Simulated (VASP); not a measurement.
Input of a VASP 6.6.1 run:

The input INCAR:

```
SYSTEM = ZnO
ALGO = Normal
EDIFF = 1E-8
ENCUT = 520
ISIF = 2
ISMEAR = -1
LASPH = .True.
LCHARG = .False.
LEFG = .True.
LREAL = .False.
LWAVE = .False.
NBANDS = 26
NELM = 100
PREC = Accurate
SIGMA = 0.02
```

KPOINTS

```
k-points
0
Gamma
  11 11 6
  0 0 0
```

File POSCAR:

```
ZnO
1.0
    3.2601941478      0.0000000000      0.0000000000
   -1.6300970738      2.8234109532      0.0000000000
    0.0000000000      0.0000000000      5.2210884991
Zn O
2 2
Direct
    0.3333333333      0.6666666667      0.0000000000
    0.6666666667      0.3333333333      0.5000000000
    0.3333333333      0.6666666667      0.3821000000
    0.6666666667      0.3333333333      0.8821000000
```

Potentials or basis: VASP PAW LDA potentials, release 64 (Zn, O).

Launch:

```bash
$ cat potpaw_LDA.64/Zn/POTCAR potpaw_LDA.64/O/POTCAR > POTCAR
$ mpirun -np 1 vasp_std > vasp.out
```

Q: What does it give for the band gap on the k mesh?

A: 0.73 eV.

Q: Predict the largest force.

A: 0.041 eV/Å.

Forces in eV/Å, atoms in the order of the input:
```
Zn   0.000  0.000  0.041
Zn   0.000  0.000  0.041
O    0.000  0.000 -0.041
O    0.000  0.000 -0.041
```

Caveat: the cell stands under tension; semilocal functionals underestimate gaps, and a narrow one can read as zero; without QUAD_EFG the Cq values of the log hold for a quadrupole moment of 1 mb, not for the nuclei.
